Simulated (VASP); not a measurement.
# B (P6_3/mmc) in VASP: further runs, part 2 of 3

VASP 6.6.1.

### Step 3. Single point, PBE (12.13 Å³/atom)

This run uses another cell than the first one, of 12.13 Å³/atom.

File INCAR:

```
PREC     = Accurate       # precision mode
ENCUT    = 520            # plane-wave cutoff, eV
EDIFF    = 1E-6           # SCF threshold, eV
ISMEAR   = -1             # smearing method
SIGMA    = 0.1            # smearing width, eV
LREAL    = False          # projectors in reciprocal space
LASPH    = True           # aspherical terms in the spheres
NELM     = 60             # most SCF steps
ALGO     = Normal         # electronic algorithm
ISIF     = 2              # what is computed and relaxed
LWAVE    = False          # write WAVECAR
LCHARG   = False          # write CHGCAR
GGA      = PE             # functional
NBANDS   = 10             # bands
```

File KPOINTS:

```
regular mesh
0
Gamma
  34 34 6
```

File POSCAR:

```
B
1.0
    1.7375787362      0.0000000000      0.0000000000
   -0.8687893681      1.5047873266      0.0000000000
    0.0000000000      0.0000000000      9.2793150668
B
2
Direct
    0.3333333333      0.6666666667      0.2500000000
    0.6666666667      0.3333333333      0.7500000000
```

Potentials or basis: VASP PAW PBE potentials, release 64 (B).

Command:

```sh
cat potpaw_PBE.64/B/POTCAR > POTCAR
mpirun -np 1 vasp_std > vasp.out
```

OUTCAR:

```text
PREC = Accurate
   ENCUT = 520
   EDIFF = 1E-6
   ISMEAR = -1
   LREAL = False
   LASPH = True
   NELM = 60
   ISIF = 2
   GGA = PE

 ion  position               nearest neighbor table
   1  0.333  0.667  0.250-
   2  0.667  0.333  0.750-

  LATTYP: Found a hexagonal cell.
 ALAT       =     1.7375787362
 C/A-ratio  =     5.3403709849

  Lattice vectors:

 A1 = (   1.7375787362,   0.0000000000,   0.0000000000)
 A2 = (  -0.8687893681,   1.5047873266,   0.0000000000)
 A3 = (   0.0000000000,   0.0000000000,   9.2793150668)

Analysis of symmetry for initial positions (statically):
=====================================================================
 Subroutine PRICEL returns:
 Original cell was already a primitive cell.

 Routine SETGRP: Setting up the symmetry group for a
 hexagonal supercell.

 Subroutine GETGRP returns: Found 24 space group operations
 (whereof 12 operations were pure point group operations)
 out of a pool of 24 trial point group operations.

The static configuration has the point symmetry D_3d.
 The point group associated with its full space group is D_6h.

Analysis of symmetry for dynamics (positions and initial velocities):
=====================================================================
 Subroutine PRICEL returns:
 Original cell was already a primitive cell.

 Routine SETGRP: Setting up the symmetry group for a
 hexagonal supercell.

 Subroutine GETGRP returns: Found 24 space group operations
 (whereof 12 operations were pure point group operations)
 out of a pool of 24 trial point group operations.

The dynamic configuration has the point symmetry D_3d.
 The point group associated with its full space group is D_6h.

 Subroutine INISYM returns: Found 24 space group operations
 (whereof 12 operations are pure point group operations),
 and found     1 'primitive' translations

----------------------------------------------------------------------------------------

                                     Primitive cell

  volume of cell :      24.2625

  direct lattice vectors                    reciprocal lattice vectors
     1.737578736  0.000000000  0.000000000     0.575513488  0.332272868  0.000000000
    -0.868789368  1.504787327  0.000000000     0.000000000  0.664545735  0.000000000
     0.000000000  0.000000000  9.279315067     0.000000000  0.000000000  0.107766575

  length of vectors
     1.737578736  1.737578736  9.279315067     0.664545735  0.664545735  0.107766575

  position of ions in fractional coordinates (direct lattice)
     0.333333333  0.666666667  0.250000000
     0.666666667  0.333333333  0.750000000

  ion indices of the primitive-cell ions
   primitive index   ion index
                 1           1
                 2           2

----------------------------------------------------------------------------------------

 KPOINTS: regular mesh

Automatic generation of k-mesh.
 Grid dimensions read from file:
 generate k-points for:   34   34    6

 Generating k-lattice:

  Cartesian coordinates                     Fractional coordinates (reciprocal lattice)
     0.016926867  0.009772731  0.000000000     0.029411765  0.000000000  0.000000000
     0.000000000  0.019545463  0.000000000     0.000000000  0.029411765  0.000000000
     0.000000000  0.000000000  0.017961096     0.000000000  0.000000000  0.166666667

  Length of vectors
     0.019545463  0.019545463  0.017961096

  Shift w.r.t. Gamma in fractional coordinates (k-lattice)
     0.000000000  0.000000000  0.000000000

 Subroutine IBZKPT returns following result:
 ===========================================

 Found    456 irreducible k-points:

 Following reciprocal coordinates:
            Coordinates               Weight
  0.000000  0.000000  0.000000      1.000000
  0.029412  0.000000  0.000000      6.000000
  0.058824  0.000000  0.000000      6.000000
  0.088235  0.000000  0.000000      6.000000
  0.117647  0.000000  0.000000      6.000000
  0.147059  0.000000  0.000000      6.000000
[... 16 lines left out ...]
  0.147059  0.029412  0.000000     12.000000
  0.176471  0.029412  0.000000     12.000000
 [... further k-points ...]
   k-points           NKPTS =    456   k-points in BZ     NKDIM =    456   number of bands    NBANDS=     10
   number of dos      NEDOS =    301   number of ions     NIONS =      2
   total plane-waves  NPLWV =  13720
   dimension x,y,z NGX =    14 NGY =   14 NGZ =   70
   dimension x,y,z NGXF=    28 NGYF=   28 NGZF=  140
   ions per type =               2
   NGX,Y,Z   is equivalent  to a cutoff of  13.39, 13.39, 12.54 a.u.
   NGXF,Y,Z  is equivalent  to a cutoff of  26.79, 26.79, 25.08 a.u.
 SYSTEM =  unknown system
   PREC   = accura    normal or accurate (medium, high low for compatibility)
   ISTART =      0    job   : 0-new  1-cont  2-samecut
   ICHARG =      2    charge: 1-file 2-atom 10-const
   ISPIN  =      1    spin polarized calculation?
   LNONCOLLINEAR =      F non collinear calculations
   LSORBIT =      F    spin-orbit coupling
   LASPH  =      T    aspherical Exc in radial PAW
   ENCUT  =  520.0 eV  38.22 Ry    6.18 a.u.   3.23  3.23 17.25*2*pi/ulx,y,z
   NELM   =     60;   NELMIN=  2; NELMDL= -5     # of ELM steps
   EDIFF  = 0.1E-05   stopping-criterion for ELM
   LREAL  =      F    real-space projection
   EDIFFG = 0.1E-04   stopping-criterion for IOM
   NSW    =      0    number of steps for IOM
   IBRION =     -1    ionic relax: 0-MD 1-quasi-New 2-CG
   NFREE  =      0    steps in history (QN), initial steepest desc. (CG)
   ISIF   =      2    stress and relaxation
   ISYM   =      2    0-nonsym 1-usesym 2-fastsym
   POTIM  = 0.5000    time-step for ionic-motion
   TEBEG  =    0.0;   TEEND  =   0.0 temperature during run
   PSTRESS=    0.0 pullay stress
   NELECT =       6.0000    total number of electrons
   NUPDOWN=      -1.0000    fix difference up-down
   EMIN   =  10.00;   EMAX   =-10.00  energy-range for DOS
   EFERMI =   0.00;   METHOD = LEGACY
   ISMEAR =    -1;   SIGMA  =   0.10  broadening in eV -4-tet -1-fermi 0-gaus
   EFERMI_NEDOS =   21; number of points for ismear=-14 and -15
   IALGO  =     38    algorithm
   IMIX   =      4    mixing-type and parameters
     AMIX     =   0.40;   BMIX     =  1.00
     AMIX_MAG =   1.60;   BMIX_MAG =  1.00
  volume/ion in A,a.u.               =      12.13        81.87
  Fermi-wavevector in a.u.,A,eV,Ry     =   1.027575  1.941835 14.366524  1.055910
  Thomas-Fermi vector in A             =   2.161527
   LORBIT       =      0    0 simple, 1 ext, 2 COOP (PROOUT), +10 PAW based schemes
   GGA     = PE    functional components
   LHFCALC =     F    Hartree Fock is set to
   AEXX    =    0.0000 exact exchange contribution
   IVDW    =     0    specifies the selected vdW correction
   LEPSILON=     F    determine dielectric tensor
   LRPA    =     F    only Hartree local field effects (RPA)
 non-spin polarized calculation
  energy-cutoff  :      520.00
  volume of cell :       24.26
 maximum number of plane-waves:       682
 NGX is ok and might be reduce to    14
   NGX =  7   NGY =  7   NGZ = 35

 number of electron       6.0000000 magnetization

 Free energy of the ion-electron system (eV)
  ---------------------------------------------------
  ext. energy  EPLUGINS =         0.00000000
  ---------------------------------------------------
  free energy    TOTEN  =       -11.98554423 eV

  energy without entropy =      -11.97377511  energy(sigma->0) =      -11.97965967

 E-fermi :   3.1228     XC(G=0):  -8.4265

 val. band max:        3.1144920534   @ k =   0.2941   0.0882   0.3333
 cond. band min:       3.2055855111   @ k =   0.2941   0.0882   0.5000
 fundamental gap:      0.0910934577
 Fermi energy:         3.1227832827

 k-point     1 :       0.0000    0.0000    0.0000
  band No.  band energies     occupation
      1     -13.5478      2.00000
      2     -13.5096      2.00000
      3      -4.4665      2.00000
      4      -4.0281      2.00000
      5       5.0478      0.00000
      6       8.4595      0.00000
      7      10.8245      0.00000
      8      18.0726      0.00000
      9      22.2944      0.00000
     10      26.6514      0.00000
[... 287 lines left out ...]
 k-point    24 :       0.1765    0.0294    0.0000
  band No.  band energies     occupation
      1     -11.8942      2.00000
      2     -11.8631      2.00000
      3      -2.1047      2.00000
      4      -1.6810      2.00000
      5       7.2409      0.00000
      6      10.8334      0.00000
      7      12.3995      0.00000
      8      18.9397      0.00000
      9      20.2376      0.00000
     10      20.3666      0.00000

 [... further k-points ...]

------------------------ aborting loop because EDIFF is reached ----------------------------------------

  FORCE on cell =-STRESS in cart. coord.  units (eV):
  Direction    XX          YY          ZZ          XY          YZ          ZX
  --------------------------------------------------------------------------------------
  -------------------------------------------------------------------------------------
  Total       -1.3851148     -1.3851148     -0.0221422     -0.0000000     -0.0000000      0.0000000
  in kB      -91.4662385    -91.4662385     -1.4621605     -0.0000000     -0.0000000      0.0000000
  external PRESSURE =     -61.4648792 kB  Pullay stress =       0.0000000 kB

 VOLUME and BASIS-vectors are now :
 -----------------------------------------------------------------------------
  energy-cutoff  :      520.00
  volume of cell :       24.26
      direct lattice vectors                 reciprocal lattice vectors
     1.737578736  0.000000000  0.000000000     0.575513488  0.332272868  0.000000000
    -0.868789368  1.504787327  0.000000000     0.000000000  0.664545735  0.000000000
     0.000000000  0.000000000  9.279315067     0.000000000  0.000000000  0.107766575

 POSITION                                       TOTAL-FORCE (eV/Angst)
 -----------------------------------------------------------------------------------
     -0.00000      1.00319      2.31983        -0.000000     -0.000000      0.000000
      0.86879      0.50160      6.95949         0.000000      0.000000      0.000000
 -----------------------------------------------------------------------------------
    total drift:                               -0.000000      0.000000      0.000000

  FREE ENERGIE OF THE ION-ELECTRON SYSTEM (eV)
  ---------------------------------------------------
  free  energy   TOTEN  =       -11.9855442283 eV

  energy  without entropy=      -11.9737751122  energy(sigma->0) =      -11.97965967
```

Wall time 38 s (1 thread of Intel Xeon 6975P-C (Granite Rapids), shared host); peak memory 0.2 GiB.

What came out:

| Item | Value |
| --- | --- |
| Free energy | -11.9855 eV |
| Pressure | -6.1 GPa |
| Band gap on the k mesh | zero (bands 3 and 4 overlap by 10.54 eV) |

Stress tensor (GPa, compression positive):
```
-9.15  0.00  0.00
 0.00 -9.15  0.00
 0.00  0.00 -0.15
```

Levels at points of the mesh, in eV from the Fermi level:
```
           k point  band 2  band 3  band 4  band 5  band 6  band 7
(0.00, 0.00, 0.00)  -16.63   -7.59   -7.15    1.93    5.34    7.70
(0.50, 0.00, 0.00)   -8.50    0.96    0.99    5.42    5.51   12.16
(0.00, 0.00, 0.50)  -16.65   -7.38   -7.38    3.12    3.12   11.15
(0.50, 0.00, 0.50)   -8.50    0.98    0.98    5.47    5.47   12.36
```

Caveat: the cell stands under tension; this functional lacks dispersion, which binds the layers, so the pressure and a relaxed spacing across them are unreliable.

### Step 4. Single point, PBE (12.60 Å³/atom)

This run uses another cell than the first one, of 12.60 Å³/atom.

File INCAR:

```
PREC = Accurate
ENCUT = 520
EDIFF = 1E-6
ISMEAR = -1
SIGMA = 0.1
LREAL = F
LASPH = T
NELM = 80
ALGO = Normal
ISIF = 2
LWAVE = F
LCHARG = T
GGA = PE
LELF = T
LVHAR = T
NBANDS = 10
```

KPOINTS is that of step 3.

File POSCAR:

```
B
1.0
    1.7595757389      0.0000000000      0.0000000000
   -0.8797878694      1.5238372898      0.0000000000
    0.0000000000      0.0000000000      9.3967872219
B
2
Direct
    0.3333333333      0.6666666667      0.2500000000
    0.6666666667      0.3333333333      0.7500000000
```

Potentials or basis: VASP PAW PBE potentials, release 64 (B).

Command:

```sh
cat potpaw_PBE.64/B/POTCAR > POTCAR
mpirun -np 1 vasp_std > vasp.out
```

OUTCAR:

```text
PREC = Accurate
   ENCUT = 520
   EDIFF = 1E-6
   ISMEAR = -1
   LREAL = F
   LASPH = T
   NELM = 80
   ISIF = 2
   GGA = PE

 ion  position               nearest neighbor table
   1  0.333  0.667  0.250-
   2  0.667  0.333  0.750-

  LATTYP: Found a hexagonal cell.
 ALAT       =     1.7595757389
 C/A-ratio  =     5.3403709850

  Lattice vectors:

[... 496 lines left out ...]
      9      19.5196      0.00000
     10      19.6379      0.00000

 [... further k-points ...]

------------------------ aborting loop because EDIFF is reached ----------------------------------------

  FORCE on cell =-STRESS in cart. coord.  units (eV):
  Direction    XX          YY          ZZ          XY          YZ          ZX
  --------------------------------------------------------------------------------------
  -------------------------------------------------------------------------------------
  Total       -2.4587432     -2.4587432     -0.0242466     -0.0000000      0.0000000      0.0000000
  in kB     -156.3499720   -156.3499720     -1.5418238     -0.0000000      0.0000000      0.0000000
  external PRESSURE =    -104.7472560 kB  Pullay stress =       0.0000000 kB

 VOLUME and BASIS-vectors are now :
 -----------------------------------------------------------------------------
  energy-cutoff  :      520.00
  volume of cell :       25.20
      direct lattice vectors                 reciprocal lattice vectors
     1.759575739  0.000000000  0.000000000     0.568318816  0.328119021  0.000000000
    -0.879787869  1.523837290  0.000000000     0.000000000  0.656238042  0.000000000
     0.000000000  0.000000000  9.396787222     0.000000000  0.000000000  0.106419351

 POSITION                                       TOTAL-FORCE (eV/Angst)
 -----------------------------------------------------------------------------------
     -0.00000      1.01589      2.34920        -0.000000      0.000000      0.000000
      0.87979      0.50795      7.04759         0.000000     -0.000000      0.000000
 -----------------------------------------------------------------------------------
    total drift:                               -0.000000     -0.000000     -0.000000

  FREE ENERGIE OF THE ION-ELECTRON SYSTEM (eV)
  ---------------------------------------------------
  free  energy   TOTEN  =       -11.9371088653 eV

  energy  without entropy=      -11.9244778987  energy(sigma->0) =      -11.93079338
```

OSZICAR:

```text
N       E                     dE             d eps       ncg     rms          rms(c)
DAV:   1     0.638047620302E+01    0.63805E+01   -0.30860E+03  9352   0.500E+02
DAV:   2    -0.123544002885E+02   -0.18735E+02   -0.17644E+02 12722   0.101E+02
DAV:   3    -0.127182980872E+02   -0.36390E+00   -0.35539E+00 12158   0.113E+01
DAV:   4    -0.127192643782E+02   -0.96629E-03   -0.96607E-03 11300   0.628E-01
DAV:   5    -0.127192662123E+02   -0.18341E-05   -0.18339E-05 11354   0.249E-02    0.407E+00
DAV:   6    -0.121362611258E+02    0.58301E+00   -0.42645E-01 10178   0.287E+00    0.222E+00
DAV:   7    -0.119318987177E+02    0.20436E+00   -0.46645E-01 10416   0.289E+00    0.456E-01
DAV:   8    -0.119358100611E+02   -0.39113E-02   -0.92485E-03 10384   0.546E-01    0.135E-01
DAV:   9    -0.119368778681E+02   -0.10678E-02   -0.16725E-03 10386   0.200E-01    0.339E-02
DAV:  10    -0.119371052420E+02   -0.22737E-03   -0.32583E-04  9830   0.105E-01    0.706E-03
DAV:  11    -0.119371075580E+02   -0.23159E-05   -0.24534E-06 11006   0.106E-02    0.225E-03
DAV:  12    -0.119371087930E+02   -0.12351E-05   -0.12385E-06  9650   0.707E-03    0.558E-04
DAV:  13    -0.119371088653E+02   -0.72289E-07   -0.13341E-08  6224   0.925E-04
   1 F= -.11937109E+02 E0= -.11930793E+02  d E =-.126310E-01
```

stdout:

```text
POSCAR found type information on POSCAR B
 POSCAR found :  1 types and       2 ions
 scaLAPACK will be used
 LDA part: xc-table for (Slater+PW92), standard interpolation
 POSCAR, INCAR and KPOINTS ok, starting setup
 FFT: planning ... GRIDC
 FFT: planning ... GRID_SOFT
 FFT: planning ... GRID
 WAVECAR not read
 entering main loop
```

Run time: 44 s. Hardware: 1 thread of Intel Xeon 6975P-C (Granite Rapids), shared host; peak memory 0.2 GiB.

Results:

```
Free energy            : -11.9371 eV
Pressure               : -10.5 GPa
Band gap on the k mesh : zero (bands 3 and 4 overlap by 10.22 eV)
```

Stress tensor (GPa, compression positive):
```
-15.63   0.00   0.00
  0.00 -15.63   0.00
  0.00   0.00  -0.15
```

Caveat: the cell stands under tension; this functional lacks dispersion, which binds the layers, so the pressure and a relaxed spacing across them are unreliable.

(Part 2 of 3 ends here.)
